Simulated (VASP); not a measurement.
**Ge: single point with PBE**

The system is Ge.

```
Ge
1.0
     2.63937    0.00000    0.00000
     0.00000    2.63937    0.00000
     0.00000    0.00000    2.63937
Ge
1
Direct
  0.00000 0.00000 0.00000
```

This cell differs from its parent crystal: volume scaled by 0.92.

| Property | Result |
| --- | --- |
| Program | VASP 6.6.1 |
| Task | single point |
| Functional | PBE |
| Potentials or basis | VASP PAW PBE potentials, release 64 (Ge_d) |
| Cutoff | 520 eV |
| k mesh | 13 × 13 × 13 |
| Occupations | fermi-dirac, width 0.1 eV |
| Spin | no spin polarisation |

```json
{"Pressure": "6.7 GPa", "Band gap on the k mesh": "zero (band 7 reaches 13.80 eV, above the bottom of band 8 at 4.36 eV)"}
```

Levels at points of the mesh, in eV from the Fermi level:
| k point | band 4 | band 5 | band 6 | band 7 | band 8 | band 9 | band 10 | band 11 |
| --- | --- | --- | --- | --- | --- | --- | --- | --- |
| (0.00, 0.00, 0.00) | -24.51 | -24.51 | -13.47 | 6.95 | 6.95 | 6.95 | 10.25 | 10.25 |

It took 7.3 s on 1 thread of Intel Xeon 6975P-C, with other jobs on the host, peak memory 0.14 GiB.
